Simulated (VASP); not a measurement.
A run of VASP 6.6.1 is set up as follows.

INCAR

```
SYSTEM = SiC
ALGO = Normal
EDIFF = 1E-6
ENCUT = 910
GGA = VW
GGA_COMPAT = .False.
ISIF = 2
ISMEAR = -1
LASPH = .True.
LCHARG = .True.
LELF = .True.
LREAL = .False.
LVHAR = .True.
LWAVE = .False.
NBANDS = 16
NELM = 120
PREC = Accurate
SIGMA = 0.05
```

Contents of KPOINTS:

```
k-points
0
Gamma
  10 10 5
  0 0 0
```

The input POSCAR:

```
SiC
1.0
    3.1363290418      0.0000000000      0.0000000000
   -1.5681645209      2.7161406248      0.0000000000
    0.0000000000      0.0000000000      5.1470055276
Si C
2 2
Direct
    0.6666666667      0.3333333333      0.5000000000
    0.3333333333      0.6666666667      0.0000000000
    0.6666666667      0.3333333333      0.8850000000
    0.3333333333      0.6666666667      0.3850000000
```

Potentials or basis: VASP PAW PBE potentials, release 64 (Si, C_h).

Command:

```console
$ cat potpaw_PBE.64/Si/POTCAR potpaw_PBE.64/C_h/POTCAR > POTCAR
$ mpirun -np 1 vasp_std > vasp.out
```

(1) What does it give for the pressure?

(2) What does it give for the largest force?

(3) Predict the band gap on the k mesh.

Answers

(1) -14.3 GPa.

(2) 0.655 eV/Å.

(3) 2.39 eV (least direct gap 3.87 eV).

Caveat: the cutoff is under 1.25 times the usual one of these potentials, so pressure, stress and relaxed cells hold a basis-set (Pulay) error; the cell stands under tension; the PAW data sets were made with another functional, which shifts forces and pressure a little; an odd mesh through Γ misses points on the zone boundary, where band edges can lie.
